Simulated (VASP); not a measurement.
# Ta3N (P-62m) in VASP: notebook

Runs on Ta3N. Level: PBE. Tasks: single point.

All numbers are computed with VASP 6.6.1; they aren't measurements. Logs are shortened: lines on timing, memory, paths and dates and some standing lists are left out, and cuts for length are marked.

**1. The cell of the first run**

It takes space group P-62m (No. 189, hexagonal). Conventional cell: a = 5.336 Å, b = 5.336 Å, c = 2.922 Å, α = 90.00°, β = 90.00°, γ = 120.00°. Within 2.6 Å of Ta (site symmetry m2m) lie 1 N at 1.93 Å. N (site symmetry -62m) has 3 Ta at 1.93 Å within 2.6 Å.

The cell was generated, and may not be a known phase.

**2. Single point, PBE**

Contents of INCAR:

```
SYSTEM = Ta3N
PREC = Accurate
ENCUT = 700
EDIFF = 1E-6
ISMEAR = 0
SIGMA = 0.1
LREAL = .FALSE.
LASPH = .TRUE.
NELM = 120
ALGO = Normal
ISIF = 2
LWAVE = .FALSE.
LCHARG = .FALSE.
GGA = PE
NBANDS = 30
GGA_COMPAT = .FALSE.
```

Contents of KPOINTS:

```
regular mesh
0
G
  6 6 4
  0 0 0
```

Contents of POSCAR:

```
Ta3N
1.0
    5.3356437882      0.0000000035      0.0000000000
   -2.6678218971      4.6208030644      0.0000000000
    0.0000000000      0.0000000000      2.9223652142
Ta N
3 1
Direct
    0.6384299545      0.0000000000      0.5000000000
    0.0000000000      0.6384299545      0.5000000000
    0.3615700455      0.3615700455      0.5000000000
    0.0000000000      0.0000000000      0.5000000000
```

Potentials or basis: VASP PAW PBE potentials, release 64 (Ta_sv_GW, N).

The run is started by

```
$ cat potpaw_PBE.64/Ta_sv_GW/POTCAR potpaw_PBE.64/N/POTCAR > POTCAR
$ mpirun -np 1 vasp_std > vasp.out
```

OUTCAR:

```text
SYSTEM = Ta3N
   PREC = Accurate
   ENCUT = 700
   EDIFF = 1E-6
   ISMEAR = 0
   LREAL = .FALSE.
   LASPH = .TRUE.
   NELM = 120
   ISIF = 2
   GGA = PE

 ion  position               nearest neighbor table
   1  0.638  0.000  0.500-   4 1.93   3 2.96   3 2.96   2 2.96   2 2.96
   2  0.000  0.638  0.500-   4 1.93   3 2.96   3 2.96   1 2.96   1 2.96
   3  0.362  0.362  0.500-   4 1.93   2 2.96   1 2.96   2 2.96   1 2.96
   4  0.000  0.000  0.500-   1 1.93   2 1.93   3 1.93

  LATTYP: Found a hexagonal cell.
 ALAT       =     5.3356437882
 C/A-ratio  =     0.5477062057

  Lattice vectors:

 A1 = (   5.3356437882,   0.0000000035,   0.0000000000)
 A2 = (  -2.6678218971,   4.6208030644,   0.0000000000)
 A3 = (   0.0000000000,   0.0000000000,   2.9223652142)

Analysis of symmetry for initial positions (statically):
=====================================================================
 Subroutine PRICEL returns:
 Original cell was already a primitive cell.

 Routine SETGRP: Setting up the symmetry group for a
 hexagonal supercell.

 Subroutine GETGRP returns: Found 12 space group operations
 (whereof 12 operations were pure point group operations)
 out of a pool of 24 trial point group operations.

The static configuration has the point symmetry D_3h.

Analysis of symmetry for dynamics (positions and initial velocities):
=====================================================================
 Subroutine PRICEL returns:
 Original cell was already a primitive cell.

 Routine SETGRP: Setting up the symmetry group for a
 hexagonal supercell.

 Subroutine GETGRP returns: Found 12 space group operations
 (whereof 12 operations were pure point group operations)
 out of a pool of 24 trial point group operations.

The dynamic configuration has the point symmetry D_3h.

 Subroutine INISYM returns: Found 12 space group operations
 (whereof 12 operations are pure point group operations),
 and found     1 'primitive' translations

----------------------------------------------------------------------------------------

                                     Primitive cell

  volume of cell :      72.0508

  direct lattice vectors                    reciprocal lattice vectors
     5.335643788  0.000000003  0.000000000     0.187418808  0.108206300  0.000000000
    -2.667821897  4.620803064  0.000000000    -0.000000000  0.216412599  0.000000000
     0.000000000  0.000000000  2.922365214     0.000000000  0.000000000  0.342188579

  length of vectors
     5.335643788  5.335643788  2.922365214     0.216412599  0.216412599  0.342188579

  position of ions in fractional coordinates (direct lattice)
     0.638429954  1.000000000  0.500000000
     0.000000000  0.638429954  0.500000000
     0.361570046  0.361570046  0.500000000
     0.000000000  0.000000000  0.500000000

  ion indices of the primitive-cell ions
   primitive index   ion index
                 1           1
                 2           2
                 3           3
                 4           4

----------------------------------------------------------------------------------------

 KPOINTS: regular mesh

Automatic generation of k-mesh.
 Grid dimensions read from file:
 generate k-points for:    6    6    4

 Generating k-lattice:

  Cartesian coordinates                     Fractional coordinates (reciprocal lattice)
     0.031236468  0.018034383  0.000000000     0.166666667  0.000000000  0.000000000
    -0.000000000  0.036068766  0.000000000    -0.000000000  0.166666667  0.000000000
     0.000000000  0.000000000  0.085547145     0.000000000  0.000000000  0.250000000

  Length of vectors
     0.036068766  0.036068766  0.085547145

  Shift w.r.t. Gamma in fractional coordinates (k-lattice)
     0.000000000  0.000000000  0.000000000

 Subroutine IBZKPT returns following result:
 ===========================================

 Found     21 irreducible k-points:

 Following reciprocal coordinates:
            Coordinates               Weight
  0.000000  0.000000  0.000000      1.000000
  0.166667  0.000000  0.000000      6.000000
  0.333333  0.000000  0.000000      6.000000
  0.500000  0.000000  0.000000      3.000000
  0.166667  0.166667  0.000000      6.000000
  0.333333  0.166667  0.000000     12.000000
[... 13 lines left out ...]
  0.333333  0.166667  0.500000     12.000000
  0.333333  0.333333  0.500000      2.000000
   k-points           NKPTS =     21   k-points in BZ     NKDIM =     21   number of bands    NBANDS=     30
   number of dos      NEDOS =    301   number of ions     NIONS =      4
   total plane-waves  NPLWV =  64512
   dimension x,y,z NGX =    48 NGY =   48 NGZ =   28
   dimension x,y,z NGXF=    96 NGYF=   96 NGZF=   56
   ions per type =               3   1
   NGX,Y,Z   is equivalent  to a cutoff of  14.96, 14.96, 15.93 a.u.
   NGXF,Y,Z  is equivalent  to a cutoff of  29.91, 29.91, 31.86 a.u.
 SYSTEM =  Ta3N
   PREC   = accura    normal or accurate (medium, high low for compatibility)
   ISTART =      0    job   : 0-new  1-cont  2-samecut
   ICHARG =      2    charge: 1-file 2-atom 10-const
   ISPIN  =      1    spin polarized calculation?
   LNONCOLLINEAR =      F non collinear calculations
   LSORBIT =      F    spin-orbit coupling
   LASPH  =      T    aspherical Exc in radial PAW
   ENCUT  =  700.0 eV  51.45 Ry    7.17 a.u.  11.51 11.51  6.30*2*pi/ulx,y,z
   NELM   =    120;   NELMIN=  2; NELMDL= -5     # of ELM steps
   EDIFF  = 0.1E-05   stopping-criterion for ELM
   LREAL  =      F    real-space projection
   EDIFFG = 0.1E-04   stopping-criterion for IOM
   NSW    =      0    number of steps for IOM
   IBRION =     -1    ionic relax: 0-MD 1-quasi-New 2-CG
   NFREE  =      0    steps in history (QN), initial steepest desc. (CG)
   ISIF   =      2    stress and relaxation
   ISYM   =      2    0-nonsym 1-usesym 2-fastsym
   POTIM  = 0.5000    time-step for ionic-motion
   TEBEG  =    0.0;   TEEND  =   0.0 temperature during run
   PSTRESS=    0.0 pullay stress
   NELECT =      44.0000    total number of electrons
   NUPDOWN=      -1.0000    fix difference up-down
   EMIN   =  10.00;   EMAX   =-10.00  energy-range for DOS
   EFERMI =   0.00;   METHOD = LEGACY
   ISMEAR =     0;   SIGMA  =   0.10  broadening in eV -4-tet -1-fermi 0-gaus
   EFERMI_NEDOS =   21; number of points for ismear=-14 and -15
   IALGO  =     38    algorithm
   IMIX   =      4    mixing-type and parameters
     AMIX     =   0.40;   BMIX     =  1.00
     AMIX_MAG =   1.60;   BMIX_MAG =  1.00
  volume/ion in A,a.u.               =      18.01       121.56
  Fermi-wavevector in a.u.,A,eV,Ry     =   1.388927  2.624692 26.247252  1.929119
  Thomas-Fermi vector in A             =   2.513007
   LORBIT       =      0    0 simple, 1 ext, 2 COOP (PROOUT), +10 PAW based schemes
   GGA     = PE    functional components
   LHFCALC =     F    Hartree Fock is set to
   AEXX    =    0.0000 exact exchange contribution
   IVDW    =     0    specifies the selected vdW correction
   LEPSILON=     F    determine dielectric tensor
   LRPA    =     F    only Hartree local field effects (RPA)
 non-spin polarized calculation
 Gauss-broadening in eV      SIGMA  =   0.10
  energy-cutoff  :      700.00
  volume of cell :       72.05
 maximum number of plane-waves:      3050
 NGX is ok and might be reduce to    48
   NGX = 23   NGY = 23   NGZ = 13

 number of electron      44.0000000 magnetization

 Free energy of the ion-electron system (eV)
  ---------------------------------------------------
  ext. energy  EPLUGINS =         0.00000000
  ---------------------------------------------------
  free energy    TOTEN  =       -49.37774698 eV

  energy without entropy =      -49.34851658  energy(sigma->0) =      -49.36313178

 E-fermi :   8.6707     XC(G=0): -11.9022

 val. band max:        8.6452969678   @ k =   0.1667   0.0000   0.5000
 cond. band min:       8.6765985390   @ k =   0.3333   0.1667   0.2500
 fundamental gap:      0.0313015712
 Fermi energy:         8.6706548262

 k-point     1 :       0.0000    0.0000    0.0000
  band No.  band energies     occupation
      1     -59.6220      2.00000
      2     -59.5679      2.00000
      3     -59.5679      2.00000
      4     -26.2650      2.00000
      5     -26.2634      2.00000
      6     -26.2634      2.00000
[... 22 lines left out ...]
     29      13.0772      0.00000
     30      13.0779      0.00000

 k-point     2 :       0.1667    0.0000    0.0000
  band No.  band energies     occupation
      1     -59.6183      2.00000
      2     -59.5709      2.00000
      3     -59.5689      2.00000
      4     -26.3645      2.00000
      5     -26.3125      2.00000
      6     -26.1552      2.00000
[... 22 lines left out ...]
     29      12.3536      0.00000
     30      13.0138      0.00000

 k-point     3 :       0.3333    0.0000    0.0000
  band No.  band energies     occupation
      1     -59.6085      2.00000
      2     -59.5790      2.00000
      3     -59.5707      2.00000
      4     -26.4331      2.00000
      5     -26.2895      2.00000
      6     -26.1074      2.00000
[... 22 lines left out ...]
     29      11.9006      0.00000
     30      12.8328      0.00000

 k-point     4 :       0.5000    0.0000    0.0000
  band No.  band energies     occupation
      1     -59.5999      2.00000
      2     -59.5867      2.00000
      3     -59.5716      2.00000
      4     -26.4578      2.00000
      5     -26.1953      2.00000
      6     -26.1797      2.00000
[... 22 lines left out ...]
     29      12.3426      0.00000
     30      12.6812      0.00000

 k-point     5 :       0.1667    0.1667    0.0000
  band No.  band energies     occupation
      1     -59.6114      2.00000
      2     -59.5760      2.00000
      3     -59.5707      2.00000
      4     -26.3978      2.00000
      5     -26.3317      2.00000
      6     -26.1071      2.00000
[... 22 lines left out ...]
     29      11.7333      0.00000
     30      12.9092      0.00000
[... 427 lines left out ...]
     29      12.3745      0.00000
     30      13.1659      0.00000

 k-point    19 :       0.1667    0.1667    0.5000
  band No.  band energies     occupation
      1     -59.5732      2.00000
      2     -59.5384      2.00000
      3     -59.5331      2.00000
      4     -26.4810      2.00000
      5     -26.4007      2.00000
      6     -26.3912      2.00000
[... 22 lines left out ...]
     29      12.6041      0.00000
     30      14.0560      0.00000

 k-point    20 :       0.3333    0.1667    0.5000
  band No.  band energies     occupation
      1     -59.5628      2.00000
      2     -59.5469      2.00000
      3     -59.5350      2.00000
      4     -26.4558      2.00000
      5     -26.4205      2.00000
      6     -26.3969      2.00000
[... 22 lines left out ...]
     29      12.0751      0.00000
     30      13.1374      0.00000

 k-point    21 :       0.3333    0.3333    0.5000
  band No.  band energies     occupation
      1     -59.5540      2.00000
      2     -59.5540      2.00000
      3     -59.5366      2.00000
      4     -26.4353      2.00000
      5     -26.4353      2.00000
      6     -26.4025      2.00000
[... 22 lines left out ...]
     29      12.4055      0.00000
     30      12.4055      0.00000

------------------------ aborting loop because EDIFF is reached ----------------------------------------

  FORCE on cell =-STRESS in cart. coord.  units (eV):
  Direction    XX          YY          ZZ          XY          YZ          ZX
  --------------------------------------------------------------------------------------
  -------------------------------------------------------------------------------------
  Total       -0.0286733     -0.0286733     -0.1191652     -0.0000000      0.0000000     -0.0000000
  in kB       -0.6376009     -0.6376009     -2.6498503     -0.0000000      0.0000000     -0.0000000
  external PRESSURE =      -1.3083507 kB  Pullay stress =       0.0000000 kB

 VOLUME and BASIS-vectors are now :
 -----------------------------------------------------------------------------
  energy-cutoff  :      700.00
  volume of cell :       72.05
      direct lattice vectors                 reciprocal lattice vectors
     5.335643788  0.000000003  0.000000000     0.187418808  0.108206300  0.000000000
    -2.667821897  4.620803064  0.000000000    -0.000000000  0.216412599  0.000000000
     0.000000000  0.000000000  2.922365214     0.000000000  0.000000000  0.342188579

 POSITION                                       TOTAL-FORCE (eV/Angst)
 -----------------------------------------------------------------------------------
      3.40643      0.00000      1.46118        -0.044883     -0.000000     -0.000000
     -1.70322      2.95006      1.46118         0.022442     -0.038870      0.000000
      0.96460      1.67074      1.46118         0.022442      0.038870      0.000000
      0.00000      0.00000      1.46118        -0.000000      0.000000      0.000000
 -----------------------------------------------------------------------------------
    total drift:                               -0.000000     -0.000001     -0.000000

  FREE ENERGIE OF THE ION-ELECTRON SYSTEM (eV)
  ---------------------------------------------------
  free  energy   TOTEN  =       -49.3777469780 eV

  energy  without entropy=      -49.3485165836  energy(sigma->0) =      -49.36313178
```

Run time: 34 s. Hardware: 1 thread of Intel Xeon 6975P-C (Granite Rapids), shared host; peak memory 0.27 GiB.

Results:

```yaml
Free_energy: -49.3777 eV
Pressure: -0.1 GPa
Largest_force: 0.045 eV/Å
Band_gap_on_the_k_mesh: zero (bands 22 and 23 overlap by 1.82 eV)
```

Forces in eV/Å, atoms in the order of the input:
```
Ta  -0.045  0.000  0.000
Ta   0.022 -0.039  0.000
Ta   0.022  0.039  0.000
N    0.000  0.000  0.000
```

Levels at points of the mesh, in eV from the Fermi level:
```csv
k point,band 20,band 21,band 22,band 23,band 24,band 25
"(0.00, 0.00, 0.00)",-2.53,-1.65,-1.65,-1.25,1.32,1.32
"(0.50, 0.00, 0.00)",-2.00,-1.93,-1.27,0.07,1.45,1.73
"(0.00, 0.00, 0.50)",-2.39,-1.32,-0.08,-0.08,0.58,1.73
"(0.50, 0.00, 0.50)",-1.47,-0.30,-0.28,0.46,0.83,1.79
```

Caveat: the k points lie up to 0.54 Å⁻¹ apart, too coarse for converged energies and pressures of a metal; spin-orbit coupling is left out, which moves the levels of the heavy elements.

**3. Single point, PBE**

This run uses another cell than the first one, of 17.77 Å³/atom.

Contents of INCAR:

```
SYSTEM = Ta3N
PREC = Accurate
ENCUT = 700
EDIFF = 1E-6
ISMEAR = 0
SIGMA = 0.1
LREAL = .False.
LASPH = .True.
NELM = 120
ALGO = Normal
ISIF = 2
LWAVE = .False.
LCHARG = .False.
GGA = PE
NBANDS = 30
GGA_COMPAT = .False.
```

Contents of KPOINTS:

```
regular mesh
0
Gamma
  12 12 16
  0 0 0
```

Contents of POSCAR:

```
Ta3N
1.0
    5.3653011295      0.0000000000      0.0000000000
   -2.6826505647      4.6464870771      0.0000000000
    0.0000000000      0.0000000000      2.8508946235
Ta N
3 1
Direct
    0.6407240941      0.0000000000      0.5000000000
    0.0000000000      0.6407240941      0.5000000000
    0.3592759059      0.3592759059      0.5000000000
    0.0000000000      0.0000000000      0.5000000000
```

Potentials or basis: VASP PAW PBE potentials, release 64 (Ta_sv_GW, N).

The run is started by

```
$ cat potpaw_PBE.64/Ta_sv_GW/POTCAR potpaw_PBE.64/N/POTCAR > POTCAR
$ mpirun -np 1 vasp_std > vasp.out
```

Run time: 8.9 min. Hardware: 1 thread of Intel Xeon Platinum 8259CL at 2.50GHz (Skylake/Cascade Lake), shared host; peak memory 0.61 GiB.

Results (log left out):

```yaml
Free_energy: -49.8935 eV
Pressure: -0.1 GPa
Largest_force: 0.064 eV/Å
Band_gap_on_the_k_mesh: zero (bands 22 and 23 overlap by 2.38 eV)
```

Forces in eV/Å, atoms in the order of the input:
```
Ta  -0.064  0.000  0.000
Ta   0.032 -0.056  0.000
Ta   0.032  0.056  0.000
N    0.000  0.000  0.000
```

Stress tensor (GPa, compression positive):
```
 0.03  0.00  0.00
 0.00  0.03  0.00
 0.00  0.00 -0.29
```

Levels at points of the mesh, in eV from the Fermi level:
```tsv
k point	band 20	band 21	band 22	band 23	band 24	band 25
(0.00, 0.00, 0.00)	-2.19	-1.61	-1.61	-1.22	1.44	1.44
(0.50, 0.00, 0.00)	-1.88	-1.84	-1.24	0.07	1.54	2.29
(0.00, 0.00, 0.50)	-2.32	-1.05	0.14	0.14	0.75	1.70
(0.50, 0.00, 0.50)	-1.22	-0.25	-0.10	0.47	0.79	1.94
```

Caveat: spin-orbit coupling is left out, which moves the levels of the heavy elements.

The gap in the log of VASP goes by the Fermi energy; the results here count the filled bands.